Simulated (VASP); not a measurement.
**LiRu: single point with PBE**

LiRu:

```
Li Ru
1.0
     0.00000    2.85146    2.85146
     2.85146    0.00000    2.85146
     2.85146    2.85146    0.00000
Li Ru
2 2
Direct
  0.75000 0.75000 0.75000
  0.50000 0.50000 0.50000
  0.25000 0.25000 0.25000
  0.00000 0.00000 0.00000
```

| Property | Result |
| --- | --- |
| Program | VASP 6.6.1 |
| Task | single point |
| Functional | PBE |
| Potentials or basis | VASP PAW PBE potentials, release 64 (Li_sv, Ru_pv) |
| Cutoff | 520 eV |
| k mesh | 14 × 14 × 14 |
| Occupations | gaussian, width 0.1 eV |
| Spin | no spin polarisation |

```json
{"Band gap on the k mesh": "zero (bands 17 and 18 overlap by 1.43 eV)"}
```

Levels at points of the mesh, in eV from the Fermi level:
| k point | band 13 | band 14 | band 15 | band 16 | band 17 | band 18 | band 19 | band 20 | band 21 | band 22 |
| --- | --- | --- | --- | --- | --- | --- | --- | --- | --- | --- |
| (0.00, 0.00, 0.00) | -3.57 | -3.57 | -1.62 | -1.62 | -1.62 | 1.06 | 1.06 | 7.04 | 7.04 | 7.04 |
| (0.50, 0.00, 0.00) | -3.55 | -3.55 | -1.44 | -0.49 | -0.49 | 0.44 | 0.44 | 1.19 | 6.79 | 6.79 |
| (0.50, 0.50, 0.00) | -2.71 | -2.71 | -1.65 | -1.65 | 0.65 | 0.65 | 1.05 | 1.05 | 1.90 | 1.90 |

It took 62 s on 1 thread of Intel(R) Xeon(R) Platinum 8488C (Sapphire Rapids) (shared host), peak memory 0.23 GiB.
